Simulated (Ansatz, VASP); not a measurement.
# Two plane-wave programs on Ta

File POSCAR:

```
Ta
1.0
    4.9131249247      0.0000000000      0.0000000000
   -2.4565624623      4.2548909968      0.0000000000
    0.0000000000      0.0000000000      2.7479247395
Ta
3
Direct
    1.0000000000      0.0000000000      0.0000000000
    0.3333333333      0.6666666667      0.5000000000
    0.6666666667      0.3333333333      0.5000000000
```

INCAR.step1

```
PREC = Accurate ; ENCUT = 520
ISMEAR = -1 ; SIGMA = 0.1
LREAL = False ; LASPH = True
NELM = 60 ; NBANDS = 24
GGA = PE ; ALGO = Normal
EDIFF = 1E-4 ; LWAVE = True
LCHARG = False
```

Contents of INCAR.step2:

```
PREC = Accurate ; ENCUT = 520
EDIFF = 1E-7 ; ISMEAR = -1
SIGMA = 0.1 ; LREAL = False
LASPH = True ; NELM = 60
ALGO = Normal ; ISIF = 2
LWAVE = False ; LCHARG = False
METAGGA = R2SCAN ; LMIXTAU = True
NBANDS = 24 ; ISTART = 1
```

Contents of KPOINTS:

```
Automatic mesh
0
Gamma
  9 9 13
```

Input for Ansatz:

```yaml
crystal:
  lattice:
    - [4.9131249247, 0.0, 0.0]
    - [-2.4565624623, 4.2548909968, 0.0]
    - [0.0, 0.0, 2.7479247395]
  atoms:
    - { symbol: Ta, position: [1.0, 0.0, 0.0] }
    - { symbol: Ta, position: [0.3333333333, 0.6666666667, 0.5] }
    - { symbol: Ta, position: [0.6666666667, 0.3333333333, 0.5] }
hamiltonian:
  xc: r2scan
  pseudopotentials:
    kind: paw
    azcp:
      Ta: "pseudopotentials/Ta.paw.azcp"
basis:
  ecutwfc: 500
  fft_grid_basis: typed
kpoints:
  mp_grid: { grid: [9, 9, 13], shift: [0, 0, 0] }
magnetization:
  spin_polarized: false
scf:
  occupations: { method: fermi_dirac, width: 0.1 }
  lower_state_search: "off"
output:
  stress: true
```

Alike in both runs: task single point; functional r2SCAN; k mesh 9 × 9 × 13; occupations fermi-dirac, width 0.1 eV; no spin polarisation.

```csv
,VASP,Ansatz
version,VASP 6.6.1,Ansatz 0.2.0
potentials or method,"VASP PAW PBE potentials, release 64 (Ta_pv), cutoff 520 eV","plane waves (500 eV) with PAW, scalar-relativistic"
valence electrons in the cell,33,39
```

Ansatz gave:

| Item | Value |
| --- | --- |
| pressure (GPa) | -7.0 |
| traceless stress, the component that is largest in VASP (GPa) | -0.79 |

Task: Estimate VASP's values.

Result: Pressure (GPa): -6.5; traceless stress, the component that is largest in VASP (GPa): -0.76.

VASP's potentials were made for PBE, not for r2SCAN. With one functional, cell and mesh, what is left measures potentials, basis and numerics. VASP's potentials hold 33 valence electrons a cell and Ansatz's 39, so a difference there can come from the potentials and not from the codes.

Neither program's run includes spin-orbit coupling.
